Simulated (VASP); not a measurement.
Cs: single point with PBEsol

Cs:

```
Cs
1.0
     5.36664    0.00000    0.00000
    -2.68332    4.64765    0.00000
     0.00000    0.00000   17.01964
Cs
4
Cartesian
  0.0000 0.0000 0.0000
  0.0000 3.0984 4.2549
  0.0000 0.0000 8.5098
  2.6833 1.5492 12.7647
```

This cell differs from its parent crystal: strain along c alone, the other axes held: -3.0 %.

```json
{
 "Program": "VASP 6.6.1",
 "Task": "single point",
 "Functional": "PBEsol",
 "Potentials or basis": "VASP PAW PBE potentials, release 64 (Cs_sv)",
 "Cutoff": "520 eV",
 "k mesh": "12 × 12 × 4",
 "Occupations": "gaussian, width 0.1 eV",
 "Spin": "no spin polarisation"
}
```

```yaml
Pressure: 0.1 GPa
Band_gap_on_the_k_mesh: zero (bands 18 and 19 overlap by 1.74 eV)
```

Levels at points of the mesh, in eV from the Fermi level:
| k point | band 16 | band 17 | band 18 | band 19 | band 20 | band 21 |
| --- | --- | --- | --- | --- | --- | --- |
| (0.00, 0.00, 0.00) | -10.49 | -1.76 | -1.07 | -1.07 | -0.01 | 0.94 |
| (0.50, 0.00, 0.00) | -10.52 | -0.06 | 0.12 | 0.20 | 0.29 | 0.81 |
| (0.00, 0.00, 0.50) | -10.50 | -1.58 | -1.58 | -0.41 | -0.41 | 1.22 |
| (0.50, 0.00, 0.50) | -10.53 | 0.02 | 0.02 | 0.25 | 0.25 | 0.85 |

Run time: 5.3 min on 1 thread of Intel(R) Xeon(R) 6975P-C (Granite Rapids), on a shared host, peak memory 0.75 GiB.

Caveat: the cell differs from its parent crystal (strain along c alone, the other axes held: -3.0 %); the PAW data sets were made with another functional, which shifts forces and pressure a little; spin-orbit coupling is left out, which moves the levels of the heavy elements.
